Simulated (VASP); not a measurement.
# Mg (P6_3/mmc) in VASP: settings compared

Aim: see how the results for Mg move with the level of theory and the settings. Levels: PBEsol, PBE+D3(BJ), PBEsol+D3(BJ), RPBE+D3(BJ). Tasks: single point.

All numbers are computed with VASP 6.6.1; they aren't measurements. Logs are shortened: lines on timing, memory, paths and dates and some standing lists are left out, and cuts for length are marked.

## 1. The cell of the first run

Symmetry: P6_3/mmc, No. 194, hexagonal system. Conventional cell: a = 3.252 Å, b = 3.252 Å, c = 5.279 Å, α = 90.00°, β = 90.00°, γ = 120.00°. Within 4.3 Å of Mg (site symmetry -6m2) lie 12 Mg at 3.24 to 3.25 Å.

## 2. Single point, PBEsol

INCAR

```
SYSTEM = Mg
PREC     = Accurate       ! precision mode
ENCUT    = 520            ! plane-wave cutoff, eV
EDIFF    = 1E-7           ! SCF threshold, eV
ISMEAR   = -1             ! smearing method
SIGMA    = 0.05           ! smearing width, eV
LREAL    = .FALSE.        ! projectors in reciprocal space
LASPH    = .TRUE.         ! aspherical terms in the spheres
NELM     = 100            ! most SCF steps
ALGO     = Fast           ! electronic algorithm
ISIF     = 2              ! what is computed and relaxed
LWAVE    = .FALSE.        ! write WAVECAR
LCHARG   = .TRUE.         ! write CHGCAR
GGA      = PS             ! functional
LELF     = .TRUE.         ! ELF
LVHAR    = .TRUE.       
NBANDS   = 9              ! bands
```

KPOINTS

```
regular mesh
0
G
  10 10 5
  0 0 0
```

POSCAR

```
Mg
1.0
    3.2515324747      0.0000000000      0.0000000000
   -1.6257662373      2.8159097243      0.0000000000
    0.0000000000      0.0000000000      5.2788644417
Mg
2
Direct
    0.6666666667      0.3333333333      0.7500000000
    0.3333333333      0.6666666667      0.2500000000
```

Potentials or basis: VASP PAW PBE potentials, release 64 (Mg).

Run with:

```sh
> cat potpaw_PBE.64/Mg/POTCAR > POTCAR
> mpirun -np 1 vasp_std > vasp.out
```

OUTCAR:

```text
SYSTEM = Mg
   PREC = Accurate
   ENCUT = 520
   EDIFF = 1E-7
   ISMEAR = -1
   LREAL = .FALSE.
   LASPH = .TRUE.
   NELM = 100
   ISIF = 2
   GGA = PS

 ion  position               nearest neighbor table
   1  0.667  0.333  0.750-   2 3.24   2 3.24   2 3.24   2 3.24   2 3.24   2 3.24
   2  0.333  0.667  0.250-   1 3.24   1 3.24   1 3.24   1 3.24   1 3.24   1 3.24

  LATTYP: Found a hexagonal cell.
 ALAT       =     3.2515324747
 C/A-ratio  =     1.6235004518

  Lattice vectors:

 A1 = (   3.2515324747,   0.0000000000,   0.0000000000)
 A2 = (  -1.6257662373,   2.8159097243,   0.0000000000)
 A3 = (   0.0000000000,   0.0000000000,   5.2788644417)

Analysis of symmetry for initial positions (statically):
=====================================================================
 Subroutine PRICEL returns:
 Original cell was already a primitive cell.

 Routine SETGRP: Setting up the symmetry group for a
 hexagonal supercell.

 Subroutine GETGRP returns: Found 24 space group operations
 (whereof 12 operations were pure point group operations)
 out of a pool of 24 trial point group operations.

The static configuration has the point symmetry D_3d.
 The point group associated with its full space group is D_6h.

Analysis of symmetry for dynamics (positions and initial velocities):
=====================================================================
 Subroutine PRICEL returns:
 Original cell was already a primitive cell.

 Routine SETGRP: Setting up the symmetry group for a
 hexagonal supercell.

 Subroutine GETGRP returns: Found 24 space group operations
 (whereof 12 operations were pure point group operations)
 out of a pool of 24 trial point group operations.

The dynamic configuration has the point symmetry D_3d.
 The point group associated with its full space group is D_6h.

 Subroutine INISYM returns: Found 24 space group operations
 (whereof 12 operations are pure point group operations),
 and found     1 'primitive' translations

----------------------------------------------------------------------------------------

                                     Primitive cell

  volume of cell :      48.3334

  direct lattice vectors                    reciprocal lattice vectors
     3.251532475  0.000000000  0.000000000     0.307547290  0.177562510  0.000000000
    -1.625766237  2.815909724  0.000000000     0.000000000  0.355125021  0.000000000
     0.000000000  0.000000000  5.278864442     0.000000000  0.000000000  0.189434681

  length of vectors
     3.251532475  3.251532475  5.278864442     0.355125021  0.355125021  0.189434681

  position of ions in fractional coordinates (direct lattice)
     0.666666667  0.333333333  0.750000000
     0.333333333  0.666666667  0.250000000

  ion indices of the primitive-cell ions
   primitive index   ion index
                 1           1
                 2           2

----------------------------------------------------------------------------------------

 KPOINTS: regular mesh

Automatic generation of k-mesh.
 Grid dimensions read from file:
 generate k-points for:   10   10    5

 Generating k-lattice:

  Cartesian coordinates                     Fractional coordinates (reciprocal lattice)
     0.030754729  0.017756251  0.000000000     0.100000000  0.000000000  0.000000000
     0.000000000  0.035512502  0.000000000     0.000000000  0.100000000  0.000000000
     0.000000000  0.000000000  0.037886936     0.000000000  0.000000000  0.200000000

  Length of vectors
     0.035512502  0.035512502  0.037886936

  Shift w.r.t. Gamma in fractional coordinates (k-lattice)
     0.000000000  0.000000000  0.000000000

 Subroutine IBZKPT returns following result:
 ===========================================

 Found     42 irreducible k-points:

 Following reciprocal coordinates:
            Coordinates               Weight
  0.000000  0.000000  0.000000      1.000000
  0.100000  0.000000  0.000000      6.000000
  0.200000  0.000000  0.000000      6.000000
  0.300000  0.000000  0.000000      6.000000
  0.400000  0.000000  0.000000      6.000000
  0.500000 -0.000000  0.000000      3.000000
[... 16 lines left out ...]
  0.300000  0.100000  0.200000     24.000000
  0.400000  0.100000  0.200000     24.000000
 [... further k-points ...]
   k-points           NKPTS =     42   k-points in BZ     NKDIM =     42   number of bands    NBANDS=      9
   number of dos      NEDOS =    301   number of ions     NIONS =      2
   total plane-waves  NPLWV =  23040
   dimension x,y,z NGX =    24 NGY =   24 NGZ =   40
   dimension x,y,z NGXF=    48 NGYF=   48 NGZF=   80
   ions per type =               2
   NGX,Y,Z   is equivalent  to a cutoff of  12.27, 12.27, 12.60 a.u.
   NGXF,Y,Z  is equivalent  to a cutoff of  24.54, 24.54, 25.19 a.u.
 SYSTEM =  Mg
   PREC   = accura    normal or accurate (medium, high low for compatibility)
   ISTART =      0    job   : 0-new  1-cont  2-samecut
   ICHARG =      2    charge: 1-file 2-atom 10-const
   ISPIN  =      1    spin polarized calculation?
   LNONCOLLINEAR =      F non collinear calculations
   LSORBIT =      F    spin-orbit coupling
   LASPH  =      T    aspherical Exc in radial PAW
   ENCUT  =  520.0 eV  38.22 Ry    6.18 a.u.   6.05  6.05  9.82*2*pi/ulx,y,z
   NELM   =    100;   NELMIN=  2; NELMDL= -5     # of ELM steps
   EDIFF  = 0.1E-06   stopping-criterion for ELM
   LREAL  =      F    real-space projection
   EDIFFG = 0.1E-05   stopping-criterion for IOM
   NSW    =      0    number of steps for IOM
   IBRION =     -1    ionic relax: 0-MD 1-quasi-New 2-CG
   NFREE  =      0    steps in history (QN), initial steepest desc. (CG)
   ISIF   =      2    stress and relaxation
   ISYM   =      2    0-nonsym 1-usesym 2-fastsym
   POTIM  = 0.5000    time-step for ionic-motion
   TEBEG  =    0.0;   TEEND  =   0.0 temperature during run
   PSTRESS=    0.0 pullay stress
   NELECT =       4.0000    total number of electrons
   NUPDOWN=      -1.0000    fix difference up-down
   EMIN   =  10.00;   EMAX   =-10.00  energy-range for DOS
   EFERMI =   0.00;   METHOD = LEGACY
   ISMEAR =    -1;   SIGMA  =   0.05  broadening in eV -4-tet -1-fermi 0-gaus
   EFERMI_NEDOS =   21; number of points for ismear=-14 and -15
   IALGO  =     68    algorithm
   IMIX   =      4    mixing-type and parameters
     AMIX     =   0.40;   BMIX     =  1.00
     AMIX_MAG =   1.60;   BMIX_MAG =  1.00
  volume/ion in A,a.u.               =      24.17       163.08
  Fermi-wavevector in a.u.,A,eV,Ry     =   0.713421  1.348170  6.924945  0.508969
  Thomas-Fermi vector in A             =   1.801054
   LORBIT       =      0    0 simple, 1 ext, 2 COOP (PROOUT), +10 PAW based schemes
   GGA     = PS    functional components
   LHFCALC =     F    Hartree Fock is set to
   AEXX    =    0.0000 exact exchange contribution
   IVDW    =     0    specifies the selected vdW correction
   LEPSILON=     F    determine dielectric tensor
   LRPA    =     F    only Hartree local field effects (RPA)
 non-spin polarized calculation
 RMM-DIIS sequential band-by-band and
  energy-cutoff  :      520.00
  volume of cell :       48.33
 maximum number of plane-waves:      1320
   NGX = 13   NGY = 13   NGZ = 19

 number of electron       4.0000000 magnetization

 Free energy of the ion-electron system (eV)
  ---------------------------------------------------
  ext. energy  EPLUGINS =         0.00000000
  ---------------------------------------------------
  free energy    TOTEN  =        -3.41705962 eV

  energy without entropy =       -3.40490557  energy(sigma->0) =       -3.41098259

 E-fermi :   2.3584     XC(G=0):  -8.3742

 val. band max:        2.3494233951   @ k =   0.2000   0.1000   0.0000
 cond. band min:       2.3723345509   @ k =   0.3000   0.3000   0.0000
 fundamental gap:      0.0229111558
 Fermi energy:         2.3584304150

 k-point     1 :       0.0000    0.0000    0.0000
  band No.  band energies     occupation
      1      -4.3792      2.00000
      2       0.7306      2.00000
      3       1.0904      2.00000
      4      12.9626      0.00000
      5      12.9626      0.00000
      6      12.9783      0.00000
      7      12.9783      0.00000
      8      13.8575      0.00000
      9      15.3004      0.00000

 k-point     2 :       0.1000    0.0000    0.0000
  band No.  band energies     occupation
      1      -4.1891      2.00000
      2       0.9052      2.00000
      3       1.2759      2.00000
      4      10.2192      0.00000
      5      11.5186      0.00000
      6      12.3411      0.00000
      7      14.6737      0.00000
      8      14.6896      0.00000
      9      14.8111      0.00000

 k-point     3 :       0.2000    0.0000    0.0000
  band No.  band energies     occupation
      1      -3.6211      2.00000
      2       1.4294      2.00000
      3       1.8227      1.99996
      4       7.3325      0.00000
      5      10.3890      0.00000
      6      10.9256      0.00000
      7      11.9591      0.00000
      8      12.9502      0.00000
      9      15.0499      0.00000

 k-point     4 :       0.3000    0.0000    0.0000
  band No.  band energies     occupation
      1      -2.6815      2.00000
      2       2.3037      1.49840
      3       2.6621      0.00459
      4       4.7772      0.00000
      5       9.3059      0.00000
      6       9.3485      0.00000
      7       9.5843      0.00000
      8      11.3332      0.00000
      9      14.0088      0.00000

 k-point     5 :       0.4000    0.0000    0.0000
  band No.  band energies     occupation
      1      -1.3811      2.00000
      2       2.1739      1.95133
      3       3.5268      0.00000
      4       4.1911      0.00000
      5       7.0698      0.00000
      6       7.4626      0.00000
      7       9.1027      0.00000
      8      10.4904      0.00000
      9      13.4558      0.00000

 k-point     6 :       0.5000   -0.0000    0.0000
  band No.  band energies     occupation
      1       0.2478      2.00000
      2       0.2755      2.00000
      3       4.9168      0.00000
      4       5.3264      0.00000
      5       5.4641      0.00000
      6       5.8870      0.00000
      7       8.9424      0.00000
      8      10.2366      0.00000
      9      13.2733      0.00000
[... 169 lines left out ...]
 k-point    21 :       0.1000    0.1000    0.2000
  band No.  band energies     occupation
      1      -3.5949      2.00000
      2      -0.4232      2.00000
      3       3.6906      0.00000
      4       8.9214      0.00000
      5       9.1693      0.00000
      6      11.7412      0.00000
      7      12.0263      0.00000
      8      12.7174      0.00000
      9      14.4899      0.00000

 k-point    22 :       0.2000    0.1000    0.2000
  band No.  band energies     occupation
      1      -2.8426      2.00000
      2       0.3024      2.00000
      3       4.3364      0.00000
      4       6.3346      0.00000
      5       7.9615      0.00000
      6       9.3663      0.00000
      7      10.9588      0.00000
      8      12.8856      0.00000
      9      13.0923      0.00000

 k-point    23 :       0.3000    0.1000    0.2000
  band No.  band energies     occupation
      1      -1.7251      2.00000
      2       1.3659      2.00000
      3       3.7166      0.00000
      4       5.5024      0.00000
      5       6.5936      0.00000
      6       7.6753      0.00000
      7      10.1793      0.00000
      8      11.0135      0.00000
      9      12.7901      0.00000

 k-point    24 :       0.4000    0.1000    0.2000
  band No.  band energies     occupation
      1      -0.2569      2.00000
      2       1.5068      2.00000
      3       2.9085      0.00003
      4       4.6068      0.00000
      5       6.5215      0.00000
      6       7.4232      0.00000
      7       8.8582      0.00000
      8      10.1354      0.00000
      9      12.4921      0.00000

 [... further k-points ...]

------------------------ aborting loop because EDIFF is reached ----------------------------------------

  FORCE on cell =-STRESS in cart. coord.  units (eV):
  Direction    XX          YY          ZZ          XY          YZ          ZX
  --------------------------------------------------------------------------------------
  -------------------------------------------------------------------------------------
  Total       -0.8113147     -0.8113147     -0.4447162     -0.0000000      0.0000000      0.0000000
  in kB      -26.8938246    -26.8938246    -14.7416544     -0.0000000      0.0000000      0.0000000
  external PRESSURE =     -22.8431012 kB  Pullay stress =       0.0000000 kB

 VOLUME and BASIS-vectors are now :
 -----------------------------------------------------------------------------
  energy-cutoff  :      520.00
  volume of cell :       48.33
      direct lattice vectors                 reciprocal lattice vectors
     3.251532475  0.000000000  0.000000000     0.307547290  0.177562510  0.000000000
    -1.625766237  2.815909724  0.000000000     0.000000000  0.355125021  0.000000000
     0.000000000  0.000000000  5.278864442     0.000000000  0.000000000  0.189434681

 POSITION                                       TOTAL-FORCE (eV/Angst)
 -----------------------------------------------------------------------------------
      1.62577      0.93864      3.95915         0.000000      0.000000      0.000000
     -0.00000      1.87727      1.31972        -0.000000      0.000000      0.000000
 -----------------------------------------------------------------------------------
    total drift:                                0.000000     -0.000000      0.000000

  FREE ENERGIE OF THE ION-ELECTRON SYSTEM (eV)
  ---------------------------------------------------
  free  energy   TOTEN  =        -3.4170596201 eV

  energy  without entropy=       -3.4049055658  energy(sigma->0) =       -3.41098259
```

Run time: 11 s. Hardware: 1 thread of Intel Xeon 6975P-C, shared host; peak memory 0.16 GiB.

Results:

```
Free energy            : -3.4171 eV
Pressure               : -2.3 GPa
Band gap on the k mesh : zero (band 2 reaches 3.00 eV, above the bottom of band 3 at 1.09 eV)
```

Levels at points of the mesh, in eV from the Fermi level:
| k point | band 1 | band 2 | band 3 | band 4 | band 5 | band 6 |
| --- | --- | --- | --- | --- | --- | --- |
| (0.00, 0.00, 0.00) | -6.74 | -1.63 | -1.27 | 10.60 | 10.60 | 10.62 |
| (0.50, 0.00, 0.00) | -2.11 | -2.08 | 2.56 | 2.97 | 3.11 | 3.53 |

Caveat: the PAW data sets were made with another functional, which shifts forces and pressure a little.

## 3. Single point, PBE+D3(BJ)

This run uses another cell than the first one, of 24.63 Å³/atom, 1.019 times its volume.

INCAR

```
ALGO = Normal ; EDIFF = 1E-6
ENCUT = 520 ; GGA = PE
ISIF = 2 ; ISMEAR = -1
IVDW = 12 ; LASPH = T
LCHARG = F ; LREAL = F
LWAVE = F ; NBANDS = 9
NELM = 100 ; PREC = Accurate
SIGMA = 0.05
```

KPOINTS

```
k-points
0
Gamma
  10 10 5
```

POSCAR

```
Mg
1.0
    3.2722434310      0.0000000000      0.0000000000
   -1.6361217155      2.8338459386      0.0000000000
    0.0000000000      0.0000000000      5.3124886887
Mg
2
Direct
    0.6666666667      0.3333333333      0.7500000000
    0.3333333333      0.6666666667      0.2500000000
```

Potentials or basis: VASP PAW PBE potentials, release 64 (Mg).

Run with:

```sh
> cat potpaw_PBE.64/Mg/POTCAR > POTCAR
> mpirun -np 1 vasp_std > vasp.out
```

OUTCAR:

```text
EDIFF = 1E-6
   ENCUT = 520
   GGA = PE
   ISIF = 2
   ISMEAR = -1
   IVDW = 12
   LASPH = T
   LREAL = F
   NELM = 100
   PREC = Accurate
 IVDW          = 12

 ion  position               nearest neighbor table
   1  0.667  0.333  0.750-   2 3.26   2 3.26   2 3.26   2 3.26   2 3.26   2 3.26
   2  0.333  0.667  0.250-   1 3.26   1 3.26   1 3.26   1 3.26   1 3.26   1 3.26

  LATTYP: Found a hexagonal cell.
 ALAT       =     3.2722434310
 C/A-ratio  =     1.6235004518

  Lattice vectors:

[... 477 lines left out ...]

 Edisp (eV)   -0.52874

 E8    (eV) :    -0.2323

  FORCE on cell =-STRESS in cart. coord.  units (eV):
  Direction    XX          YY          ZZ          XY          YZ          ZX
  --------------------------------------------------------------------------------------
  -------------------------------------------------------------------------------------
  Total      -1.33979    -1.33979    -0.95485     0.00000     0.00000     0.00000
  in kB     -43.57394   -43.57394   -31.05469     0.00000     0.00000     0.00000
  external pressure =      -39.40 kB  Pullay stress =        0.00 kB

 VOLUME and BASIS-vectors are now :
 -----------------------------------------------------------------------------
  energy-cutoff  :      520.00
  volume of cell :       49.26
      direct lattice vectors                 reciprocal lattice vectors
     3.272243431  0.000000000  0.000000000     0.305600736  0.176438667  0.000000000
    -1.636121716  2.833845939  0.000000000     0.000000000  0.352877334  0.000000000
     0.000000000  0.000000000  5.312488689     0.000000000  0.000000000  0.188235695

 POSITION                                       TOTAL-FORCE (eV/Angst)
 -----------------------------------------------------------------------------------
      1.63612      0.94462      3.98437        -0.000000      0.000000      0.000000
     -0.00000      1.88923      1.32812         0.000000     -0.000000      0.000000
 -----------------------------------------------------------------------------------
    total drift:                                0.000000     -0.000000      0.000000

  FREE ENERGIE OF THE ION-ELECTRON SYSTEM (eV)
  ---------------------------------------------------
  free  energy   TOTEN  =        -3.5106068401 eV

  energy  without entropy=       -3.4984284335  energy(sigma->0) =       -3.50451764
```

OSZICAR:

```text
N       E                     dE             d eps       ncg     rms          rms(c)
DAV:   1    -0.457348419906E+00   -0.45735E+00   -0.12712E+03   756   0.314E+02
DAV:   2    -0.295447861761E+01   -0.24971E+01   -0.23568E+01  1032   0.258E+01
DAV:   3    -0.299505790404E+01   -0.40579E-01   -0.40363E-01   969   0.266E+00
DAV:   4    -0.299515693353E+01   -0.99029E-04   -0.99026E-04  1004   0.141E-01
DAV:   5    -0.299515749941E+01   -0.56587E-06   -0.56572E-06   975   0.926E-03    0.963E-01
DAV:   6    -0.298941536646E+01    0.57421E-02   -0.82524E-04   860   0.217E-01    0.618E-01
DAV:   7    -0.298185415209E+01    0.75612E-02   -0.32658E-03   818   0.381E-01    0.357E-02
DAV:   8    -0.298186883150E+01   -0.14679E-04   -0.20380E-05  1065   0.267E-02    0.811E-03
DAV:   9    -0.298186693514E+01    0.18964E-05   -0.14360E-06   846   0.575E-03    0.618E-04
DAV:  10    -0.298186661183E+01    0.32331E-06   -0.65531E-09   452   0.493E-04
   1 F= -.35106068E+01 E0= -.35045176E+01  d E =-.121784E-01
```

It took 8.2 s on 1 thread of Intel Xeon 6975P-C, shared host; peak memory 0.17 GiB.

Results:

```
Free energy                : -3.5106 eV
Pressure                   : -3.9 GPa
Band gap on the k mesh     : zero (band 2 reaches 2.96 eV, above the bottom of band 3 at 1.03 eV)
Dispersion energy per atom : -0.264 eV
```

Caveat: pairwise dispersion overbinds metals, which lowers pressure and volume.

(Part 1 of 2 ends here.)
